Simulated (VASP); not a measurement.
# PbO (F-43m) in VASP: notebook

The runs below take PbO through single point, with PBE.

Everything below comes from runs of VASP 6.6.1. Logs are shortened: lines on timing, memory, paths and dates and some standing lists are left out, and cuts for length are marked.

### 1 The cell of the first run

The structure is cubic, space group F-43m (No. 216). Conventional cell: a = 5.720 Å, b = 5.720 Å, c = 5.720 Å, α = 90.00°, β = 90.00°, γ = 90.00°. Within 3.3 Å of Pb (site symmetry -43m) lie 4 O at 2.48 Å. Within 3.3 Å of O (site symmetry -43m) lie 4 Pb at 2.48 Å.

### 2 Single point, PBE (volume changed by +3%)

Contents of INCAR:

```
SYSTEM = PbO
PREC     = Accurate       ! precision mode
ENCUT    = 520            ! plane-wave cutoff, eV
EDIFF    = 1E-6           ! SCF threshold, eV
ISMEAR   = 0              ! smearing method
SIGMA    = 0.01           ! smearing width, eV
LREAL    = .False.        ! projectors in reciprocal space
LASPH    = .True.         ! aspherical terms in the spheres
NELM     = 60             ! most SCF steps
ALGO     = Normal         ! electronic algorithm
ISIF     = 2              ! what is computed and relaxed
LWAVE    = .False.        ! write WAVECAR
LCHARG   = .True.         ! write CHGCAR
GGA      = PE             ! functional
LELF     = .True.         ! ELF
LVHAR    = .True.       
NBANDS   = 17             ! bands
```

Contents of KPOINTS:

```
Automatic mesh
0
Gamma
  6 6 6
  0 0 0
```

Contents of POSCAR:

```
PbO
1.0
    0.0000000000      2.8597814213      2.8597814213
    2.8597814213      0.0000000000      2.8597814213
    2.8597814213      2.8597814213      0.0000000000
Pb O
1 1
Direct
    0.0000000000      0.0000000000      0.0000000000
    0.2500000000      0.2500000000      0.2500000000
```

Potentials or basis: VASP PAW PBE potentials, release 64 (Pb_d, O).

The run is started by

```console
$ cat potpaw_PBE.64/Pb_d/POTCAR potpaw_PBE.64/O/POTCAR > POTCAR
$ mpirun -np 1 vasp_std > vasp.out
```

OUTCAR:

```text
SYSTEM = PbO
   PREC = Accurate
   ENCUT = 520
   EDIFF = 1E-6
   ISMEAR = 0
   LREAL = .False.
   LASPH = .True.
   NELM = 60
   ISIF = 2
   GGA = PE

 ion  position               nearest neighbor table
   1  0.000  0.000  0.000-   2 2.48   2 2.48   2 2.48   2 2.48
   2  0.250  0.250  0.250-   1 2.48   1 2.48   1 2.48   1 2.48

  LATTYP: Found a face centered cubic cell.
 ALAT       =     5.7195628426

  Lattice vectors:

 A1 = (   0.0000000000,   2.8597814213,   2.8597814213)
 A2 = (   2.8597814213,   0.0000000000,   2.8597814213)
 A3 = (   2.8597814213,   2.8597814213,   0.0000000000)

Analysis of symmetry for initial positions (statically):
=====================================================================
 Subroutine PRICEL returns:
 Original cell was already a primitive cell.

 Routine SETGRP: Setting up the symmetry group for a
 face centered cubic supercell.

 Subroutine GETGRP returns: Found 24 space group operations
 (whereof 24 operations were pure point group operations)
 out of a pool of 48 trial point group operations.

The static configuration has the point symmetry T_d .

Analysis of symmetry for dynamics (positions and initial velocities):
=====================================================================
 Subroutine PRICEL returns:
 Original cell was already a primitive cell.

 Routine SETGRP: Setting up the symmetry group for a
 face centered cubic supercell.

 Subroutine GETGRP returns: Found 24 space group operations
 (whereof 24 operations were pure point group operations)
 out of a pool of 48 trial point group operations.

The dynamic configuration has the point symmetry T_d .

 Subroutine INISYM returns: Found 24 space group operations
 (whereof 24 operations are pure point group operations),
 and found     1 'primitive' translations

----------------------------------------------------------------------------------------

                                     Primitive cell

  volume of cell :      46.7766

  direct lattice vectors                    reciprocal lattice vectors
     0.000000000  2.859781421  2.859781421    -0.174838537  0.174838537  0.174838537
     2.859781421  0.000000000  2.859781421     0.174838537 -0.174838537  0.174838537
     2.859781421  2.859781421  0.000000000     0.174838537  0.174838537 -0.174838537

  length of vectors
     4.044341671  4.044341671  4.044341671     0.302829229  0.302829229  0.302829229

  position of ions in fractional coordinates (direct lattice)
     0.000000000  0.000000000  0.000000000
     0.250000000  0.250000000  0.250000000

  ion indices of the primitive-cell ions
   primitive index   ion index
                 1           1
                 2           2

----------------------------------------------------------------------------------------

 KPOINTS: Automatic mesh

Automatic generation of k-mesh.
 Grid dimensions read from file:
 generate k-points for:    6    6    6

 Generating k-lattice:

  Cartesian coordinates                     Fractional coordinates (reciprocal lattice)
    -0.029139756  0.029139756  0.029139756     0.166666667  0.000000000  0.000000000
     0.029139756 -0.029139756  0.029139756     0.000000000  0.166666667  0.000000000
     0.029139756  0.029139756 -0.029139756     0.000000000  0.000000000  0.166666667

  Length of vectors
     0.050471538  0.050471538  0.050471538

  Shift w.r.t. Gamma in fractional coordinates (k-lattice)
     0.000000000  0.000000000  0.000000000

 Subroutine IBZKPT returns following result:
 ===========================================

 Found     16 irreducible k-points:

 Following reciprocal coordinates:
            Coordinates               Weight
  0.000000  0.000000  0.000000      1.000000
  0.166667  0.000000  0.000000      8.000000
  0.333333  0.000000  0.000000      8.000000
  0.500000  0.000000  0.000000      4.000000
  0.166667  0.166667  0.000000      6.000000
  0.333333  0.166667  0.000000     24.000000
[... 8 lines left out ...]
 -0.333333  0.333333  0.166667     24.000000
 -0.333333  0.500000  0.166667     12.000000
   k-points           NKPTS =     16   k-points in BZ     NKDIM =     16   number of bands    NBANDS=     17
   number of dos      NEDOS =    301   number of ions     NIONS =      2
   total plane-waves  NPLWV =  27000
   dimension x,y,z NGX =    30 NGY =   30 NGZ =   30
   dimension x,y,z NGXF=    60 NGYF=   60 NGZF=   60
   ions per type =               1   1
   NGX,Y,Z   is equivalent  to a cutoff of  12.33, 12.33, 12.33 a.u.
   NGXF,Y,Z  is equivalent  to a cutoff of  24.66, 24.66, 24.66 a.u.
 SYSTEM =  PbO
   PREC   = accura    normal or accurate (medium, high low for compatibility)
   ISTART =      0    job   : 0-new  1-cont  2-samecut
   ICHARG =      2    charge: 1-file 2-atom 10-const
   ISPIN  =      1    spin polarized calculation?
   LNONCOLLINEAR =      F non collinear calculations
   LSORBIT =      F    spin-orbit coupling
   LASPH  =      T    aspherical Exc in radial PAW
   ENCUT  =  520.0 eV  38.22 Ry    6.18 a.u.   7.52  7.52  7.52*2*pi/ulx,y,z
   NELM   =     60;   NELMIN=  2; NELMDL= -5     # of ELM steps
   EDIFF  = 0.1E-05   stopping-criterion for ELM
   LREAL  =      F    real-space projection
   EDIFFG = 0.1E-04   stopping-criterion for IOM
   NSW    =      0    number of steps for IOM
   IBRION =     -1    ionic relax: 0-MD 1-quasi-New 2-CG
   NFREE  =      0    steps in history (QN), initial steepest desc. (CG)
   ISIF   =      2    stress and relaxation
   ISYM   =      2    0-nonsym 1-usesym 2-fastsym
   POTIM  = 0.5000    time-step for ionic-motion
   TEBEG  =    0.0;   TEEND  =   0.0 temperature during run
   PSTRESS=    0.0 pullay stress
   NELECT =      20.0000    total number of electrons
   NUPDOWN=      -1.0000    fix difference up-down
   EMIN   =  10.00;   EMAX   =-10.00  energy-range for DOS
   EFERMI =   0.00;   METHOD = LEGACY
   ISMEAR =     0;   SIGMA  =   0.01  broadening in eV -4-tet -1-fermi 0-gaus
   EFERMI_NEDOS =   21; number of points for ismear=-14 and -15
   IALGO  =     38    algorithm
   IMIX   =      4    mixing-type and parameters
     AMIX     =   0.40;   BMIX     =  1.00
     AMIX_MAG =   1.60;   BMIX_MAG =  1.00
  volume/ion in A,a.u.               =      23.39       157.83
  Fermi-wavevector in a.u.,A,eV,Ry     =   1.233319  2.330634 20.695483  1.521075
  Thomas-Fermi vector in A             =   2.368054
   LORBIT       =      0    0 simple, 1 ext, 2 COOP (PROOUT), +10 PAW based schemes
   GGA     = PE    functional components
   LHFCALC =     F    Hartree Fock is set to
   AEXX    =    0.0000 exact exchange contribution
   IVDW    =     0    specifies the selected vdW correction
   LEPSILON=     F    determine dielectric tensor
   LRPA    =     F    only Hartree local field effects (RPA)
 non-spin polarized calculation
 Gauss-broadening in eV      SIGMA  =   0.01
  energy-cutoff  :      520.00
  volume of cell :       46.78
 maximum number of plane-waves:      1278
   NGX = 15   NGY = 15   NGZ = 15

 number of electron      20.0000007 magnetization

 Free energy of the ion-electron system (eV)
  ---------------------------------------------------
  ext. energy  EPLUGINS =         0.00000000
  ---------------------------------------------------
  free energy    TOTEN  =       -10.34851786 eV

  energy without entropy =      -10.34851786  energy(sigma->0) =      -10.34851786

 E-fermi :   4.0922     XC(G=0):  -9.0174

 val. band max:        3.9441738207   @ k =  -0.3333   0.5000   0.1667
 cond. band min:       4.5778326414   @ k =   0.5000   0.5000   0.0000
 fundamental gap:      0.6336588207
 Fermi energy:         4.0921876433

 k-point     1 :       0.0000    0.0000    0.0000
  band No.  band energies     occupation
      1     -13.2059      2.00000
      2     -12.3283      2.00000
      3     -12.3283      2.00000
      4     -12.3283      2.00000
      5     -12.2579      2.00000
      6     -12.2579      2.00000
[... 9 lines left out ...]
     16      15.9695      0.00000
     17      15.9695      0.00000

 k-point     2 :       0.1667    0.0000    0.0000
  band No.  band energies     occupation
      1     -13.2728      2.00000
      2     -12.3168      2.00000
      3     -12.3168      2.00000
      4     -12.2564      2.00000
      5     -12.2564      2.00000
      6     -12.1534      2.00000
[... 9 lines left out ...]
     16      15.4619      0.00000
     17      15.4619      0.00000

 k-point     3 :       0.3333    0.0000    0.0000
  band No.  band energies     occupation
      1     -13.3777      2.00000
      2     -12.3082      2.00000
      3     -12.3082      2.00000
      4     -12.2388      2.00000
      5     -12.2388      2.00000
      6     -11.8077      2.00000
[... 9 lines left out ...]
     16      15.3662      0.00000
     17      16.6215      0.00000

 k-point     4 :       0.5000    0.0000    0.0000
  band No.  band energies     occupation
      1     -13.4225      2.00000
      2     -12.3096      2.00000
      3     -12.3096      2.00000
      4     -12.2240      2.00000
      5     -12.2240      2.00000
      6     -11.6282      2.00000
[... 9 lines left out ...]
     16      15.5967      0.00000
     17      16.3312      0.00000
[... 183 lines left out ...]
      1     -13.4267      2.00000
      2     -12.2943      2.00000
      3     -12.2772      2.00000
      4     -12.2502      2.00000
      5     -12.2335      2.00000
      6     -11.6031      2.00000
[... 9 lines left out ...]
     16      16.4022      0.00000
     17      18.6244      0.00000

 k-point    15 :      -0.3333    0.3333    0.1667
  band No.  band energies     occupation
      1     -13.4493      2.00000
      2     -12.2984      2.00000
      3     -12.2712      2.00000
      4     -12.2480      2.00000
      5     -12.2292      2.00000
      6     -11.4804      2.00000
[... 9 lines left out ...]
     16      16.9680      0.00000
     17      18.3542      0.00000

 k-point    16 :      -0.3333    0.5000    0.1667
  band No.  band energies     occupation
      1     -13.4623      2.00000
      2     -12.2940      2.00000
      3     -12.2676      2.00000
      4     -12.2371      2.00000
      5     -12.2211      2.00000
      6     -11.4483      2.00000
[... 9 lines left out ...]
     16      16.8645      0.00000
     17      18.5919      0.00000

------------------------ aborting loop because EDIFF is reached ----------------------------------------

  FORCE on cell =-STRESS in cart. coord.  units (eV):
  Direction    XX          YY          ZZ          XY          YZ          ZX
  --------------------------------------------------------------------------------------
  -------------------------------------------------------------------------------------
  Total       -0.5138026     -0.5138026     -0.5138026      0.0000000      0.0000000      0.0000000
  in kB      -17.5986084    -17.5986084    -17.5986084      0.0000000      0.0000000      0.0000000
  external PRESSURE =     -17.5986084 kB  Pullay stress =       0.0000000 kB

 VOLUME and BASIS-vectors are now :
 -----------------------------------------------------------------------------
  energy-cutoff  :      520.00
  volume of cell :       46.78
      direct lattice vectors                 reciprocal lattice vectors
     0.000000000  2.859781421  2.859781421    -0.174838537  0.174838537  0.174838537
     2.859781421  0.000000000  2.859781421     0.174838537 -0.174838537  0.174838537
     2.859781421  2.859781421  0.000000000     0.174838537  0.174838537 -0.174838537

 POSITION                                       TOTAL-FORCE (eV/Angst)
 -----------------------------------------------------------------------------------
      0.00000      0.00000      0.00000         0.000000      0.000000      0.000000
      1.42989      1.42989      1.42989        -0.000000     -0.000000     -0.000000
 -----------------------------------------------------------------------------------
    total drift:                                0.000000      0.000000     -0.000000

  FREE ENERGIE OF THE ION-ELECTRON SYSTEM (eV)
  ---------------------------------------------------
  free  energy   TOTEN  =       -10.3485178557 eV

  energy  without entropy=      -10.3485178557  energy(sigma->0) =      -10.34851786
```

Wall time 15 s (1 thread of Intel Xeon Platinum 8488C (Sapphire Rapids), shared host); peak memory 0.17 GiB.

Results:

- Free energy: -10.3485 eV
- Pressure: -1.8 GPa
- Band gap on the k mesh: 0.63 eV, indirect (least direct gap 0.77 eV)

Caveat: spin-orbit coupling is left out, which moves the levels of the heavy elements. A k mesh can miss the band edges.

### 3 Single point, PBE (volume changed by +6%)

Contents of INCAR:

```
SYSTEM = PbO
PREC = Accurate ; ENCUT = 520
EDIFF = 1E-6 ; ISMEAR = 0
SIGMA = 0.01 ; LREAL = .FALSE.
LASPH = .TRUE. ; NELM = 80
ALGO = Normal ; ISIF = 2
LWAVE = .FALSE. ; LCHARG = .FALSE.
GGA = PE ; NBANDS = 17
```

Contents of KPOINTS:

```
Automatic mesh
0
G
  6 6 6
  0 0 0
```

Contents of POSCAR:

```
PbO
1.0
    0.0000000000      2.8872810065      2.8872810065
    2.8872810065      0.0000000000      2.8872810065
    2.8872810065      2.8872810065      0.0000000000
Pb O
1 1
Direct
    0.0000000000      0.0000000000      0.0000000000
    0.2500000000      0.2500000000      0.2500000000
```

Potentials or basis: VASP PAW PBE potentials, release 64 (Pb_d, O).

The run is started by

```console
$ cat potpaw_PBE.64/Pb_d/POTCAR potpaw_PBE.64/O/POTCAR > POTCAR
$ mpirun -np 1 vasp_std > vasp.out
```

OUTCAR:

```text
SYSTEM = PbO
   PREC = Accurate
   ENCUT = 520
   EDIFF = 1E-6
   ISMEAR = 0
   LREAL = .FALSE.
   LASPH = .TRUE.
   NELM = 80
   ISIF = 2
   GGA = PE

 ion  position               nearest neighbor table
   1  0.000  0.000  0.000-   2 2.50   2 2.50   2 2.50   2 2.50
   2  0.250  0.250  0.250-   1 2.50   1 2.50   1 2.50   1 2.50

  LATTYP: Found a face centered cubic cell.
 ALAT       =     5.7745620130

  Lattice vectors:

 A1 = (   0.0000000000,   2.8872810065,   2.8872810065)
 A2 = (   2.8872810065,   0.0000000000,   2.8872810065)
 A3 = (   2.8872810065,   2.8872810065,   0.0000000000)

Analysis of symmetry for initial positions (statically):
=====================================================================
 Subroutine PRICEL returns:
 Original cell was already a primitive cell.

 Routine SETGRP: Setting up the symmetry group for a
 face centered cubic supercell.

 Subroutine GETGRP returns: Found 24 space group operations
 (whereof 24 operations were pure point group operations)
 out of a pool of 48 trial point group operations.

The static configuration has the point symmetry T_d .
[... 148 lines left out ...]
  free energy    TOTEN  =       -10.32816273 eV

  energy without entropy =      -10.32816273  energy(sigma->0) =      -10.32816273

 E-fermi :   3.7033     XC(G=0):  -8.8811

 val. band max:        3.6473053789   @ k =  -0.3333   0.5000   0.1667
 cond. band min:       4.3436187589   @ k =   0.5000   0.5000   0.0000
 fundamental gap:      0.6963133800
 Fermi energy:         3.7032947502

 k-point     1 :       0.0000    0.0000    0.0000
  band No.  band energies     occupation
      1     -13.3057      2.00000
      2     -12.6005      2.00000
      3     -12.6005      2.00000
      4     -12.6005      2.00000
      5     -12.5403      2.00000
      6     -12.5403      2.00000
[... 297 lines left out ...]
      4     -12.5213      2.00000
      5     -12.5049      2.00000
      6     -11.7309      2.00000
[... 9 lines left out ...]
     16      16.4470      0.00000
     17      18.1676      0.00000

------------------------ aborting loop because EDIFF is reached ----------------------------------------

  FORCE on cell =-STRESS in cart. coord.  units (eV):
  Direction    XX          YY          ZZ          XY          YZ          ZX
  --------------------------------------------------------------------------------------
  -------------------------------------------------------------------------------------
  Total       -0.9757184     -0.9757184     -0.9757184     -0.0000000     -0.0000000      0.0000000
  in kB      -32.4741599    -32.4741599    -32.4741599     -0.0000000     -0.0000000      0.0000000
  external PRESSURE =     -32.4741599 kB  Pullay stress =       0.0000000 kB

 VOLUME and BASIS-vectors are now :
 -----------------------------------------------------------------------------
  energy-cutoff  :      520.00
  volume of cell :       48.14
      direct lattice vectors                 reciprocal lattice vectors
     0.000000000  2.887281006  2.887281006    -0.173173307  0.173173307  0.173173307
     2.887281006  0.000000000  2.887281006     0.173173307 -0.173173307  0.173173307
     2.887281006  2.887281006  0.000000000     0.173173307  0.173173307 -0.173173307

 POSITION                                       TOTAL-FORCE (eV/Angst)
 -----------------------------------------------------------------------------------
      0.00000      0.00000      0.00000        -0.000000     -0.000000     -0.000000
      1.44364      1.44364      1.44364         0.000000      0.000000      0.000000
 -----------------------------------------------------------------------------------
    total drift:                                0.000000      0.000000     -0.000000

  FREE ENERGIE OF THE ION-ELECTRON SYSTEM (eV)
  ---------------------------------------------------
  free  energy   TOTEN  =       -10.3281627284 eV

  energy  without entropy=      -10.3281627284  energy(sigma->0) =      -10.32816273
```

stdout:

```text
POSCAR found type information on POSCAR PbO
 POSCAR found :  2 types and       2 ions
 scaLAPACK will be used
 LDA part: xc-table for (Slater+PW92), standard interpolation
 POSCAR, INCAR and KPOINTS ok, starting setup
 FFT: planning ... GRIDC
 FFT: planning ... GRID_SOFT
 FFT: planning ... GRID
 WAVECAR not read
 entering main loop
```

Run time: 16 s. Hardware: 1 thread of Intel Xeon Platinum 8488C (Sapphire Rapids), shared host; peak memory 0.16 GiB.

What came out:

```yaml
Free_energy: -10.3282 eV
Pressure: -3.2 GPa
Band_gap_on_the_k_mesh: 0.70 eV, indirect (least direct gap 0.83 eV)
```

Caveat: spin-orbit coupling is left out, which moves the levels of the heavy elements.
